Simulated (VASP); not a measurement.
Here is a VASP 6.6.1 calculation.

File INCAR:

```
PREC = Accurate
ENCUT = 520
EDIFF = 1E-6
ISMEAR = 0
SIGMA = 0.1
LREAL = False
LASPH = True
NELM = 150
ALGO = Normal
ISIF = 2
LWAVE = False
LCHARG = True
ISPIN = 2
MAGMOM = 0 0 1 1 1 1
LORBIT = 11
GGA = PE
LELF = True
LVHAR = True
NBANDS = 25
```

Contents of KPOINTS:

```
regular mesh
0
Gamma
  6 6 2
```

File POSCAR:

```
SiC2
1.0
    2.6788160700      0.0000000000      0.0000000000
   -1.3394080300      2.3199227700      0.0000000000
    0.0000000000      0.0000000000     13.1380841000
Si C
2 4
Direct
    0.6666666700      0.3333333300      0.8333333300
    0.6666666700      0.3333333300      0.1666666700
    0.3333333300      0.6666666700      0.6666666700
    0.3333333300      0.6666666700      0.0000000000
    0.3333333300      0.6666666700      0.3333333300
    0.6666666700      0.3333333300      0.5000000000
```

Potentials or basis: VASP PAW PBE potentials, release 64 (Si, C).

Run with:

```bash
$ cat potpaw_PBE.64/Si/POTCAR potpaw_PBE.64/C/POTCAR > POTCAR
$ mpirun -np 1 vasp_std > vasp.out
```

**Question.** Predict the band gap on the k mesh.

**Answer.** Zero (filled and empty bands overlap).

**Question.** Predict the net moment.

**Answer.** 0.00 μB per cell.

**Question.** Predict the largest force.

**Answer.** 0.239 eV/Å.

**Question.** What does it give for the pressure?

**Answer.** -22.1 GPa.

Stress tensor (GPa, compression positive):
```
-18.42   0.00   0.00
  0.00 -18.42   0.00
  0.00   0.00 -29.35
```

Caveat: the k points lie up to 0.45 Å⁻¹ apart.
